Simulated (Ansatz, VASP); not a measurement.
GaAs in VASP and in Ansatz

File POSCAR:

```
GaAs
1.0
    0.0000000000      2.8718964307      2.8000073757
    2.8718964307      0.0000000000      2.8000073757
    2.8718964307      2.8718964307      0.0000000000
Ga As
1 1
Direct
    0.0000000000      0.0000000000      0.0000000000
    0.2500000000      0.2500000000      0.2500000000
```

File INCAR.step1:

```
SYSTEM = GaAs
PREC     = Accurate       ! precision mode
ENCUT    = 520            ! plane-wave cutoff, eV
ISMEAR   = 0              ! smearing method
SIGMA    = 0.01           ! smearing width, eV
LREAL    = .FALSE.        ! projectors in reciprocal space
LASPH    = .TRUE.         ! aspherical terms in the spheres
NELM     = 100            ! most SCF steps
NBANDS   = 16             ! bands
GGA      = PE             ! functional
ALGO     = Normal         ! electronic algorithm
EDIFF    = 1E-4           ! SCF threshold, eV
LWAVE    = .TRUE.         ! write WAVECAR
LCHARG   = .FALSE.        ! write CHGCAR
```

File INCAR.step2:

```
SYSTEM = GaAs
PREC     = Accurate       ! precision mode
ENCUT    = 520            ! plane-wave cutoff, eV
EDIFF    = 1E-6           ! SCF threshold, eV
ISMEAR   = 0              ! smearing method
SIGMA    = 0.01           ! smearing width, eV
LREAL    = .FALSE.        ! projectors in reciprocal space
LASPH    = .TRUE.         ! aspherical terms in the spheres
NELM     = 100            ! most SCF steps
ALGO     = Normal         ! electronic algorithm
ISIF     = 2              ! what is computed and relaxed
LWAVE    = .FALSE.        ! write WAVECAR
LCHARG   = .FALSE.        ! write CHGCAR
METAGGA  = R2SCAN         ! meta-GGA
LMIXTAU  = .TRUE.       
NBANDS   = 16             ! bands
ISTART   = 1
```

The input KPOINTS:

```
Automatic mesh
0
G
  8 8 8
  0 0 0
```

Input for Ansatz:

```yaml
crystal:
  lattice:
    - [0.0, 2.8718964307, 2.8000073757]
    - [2.8718964307, 0.0, 2.8000073757]
    - [2.8718964307, 2.8718964307, 0.0]
  atoms:
    - { symbol: Ga, position: [0.0, 0.0, 0.0] }
    - { symbol: As, position: [0.25, 0.25, 0.25] }
kpoints:
  mp_grid: { grid: [8, 8, 8] }
  band_path:
    path:
      - [0.0, 0.0, 0.0]
      - [-0.5, -0.5, 0.0]
      - [-0.375, -0.375, 0.25]
      - [-0.375, 0.0, 0.375]
      - [0.0, 0.0, 0.5]
      - [-0.5, -0.25, 0.25]
    npoints: 1
hamiltonian:
  xc: r2scan
scf:
  occupations: { method: fixed }
  n_extra_bands: 4
output:
  forces: true
  stress: true
  eigenvalues: true
```

Change from the starting cell: epitaxial_xy strain +1.4%.

Alike in both runs: task single point; functional r2SCAN; k mesh 8 × 8 × 8; no spin polarisation.

```csv
,VASP,Ansatz
version,VASP 6.6.1,Ansatz 0.2.0
potentials or method,"VASP PAW PBE potentials, release 64 (Ga_d, As)","plane waves, PAW"
plane-wave cutoff (eV),520,500
occupations,"gaussian, width 0.01 eV",fixed
valence electrons in the cell,18,28
```

Ansatz gave:

- gap on the k mesh at the Fermi level (eV): 0.74
- pressure (GPa): -1.1
- traceless stress, the component that is largest in VASP (GPa): 1.08

Task: Which values does VASP return?

Result: gap on the k mesh at the Fermi level (eV): 0.72; pressure (GPa): -1.0; traceless stress, the component that is largest in VASP (GPa): 1.07.

VASP's potentials were made for PBE, not for r2SCAN. VASP's potentials hold 18 valence electrons a cell and Ansatz's 28, so a difference there can come from the potentials and not from the codes.
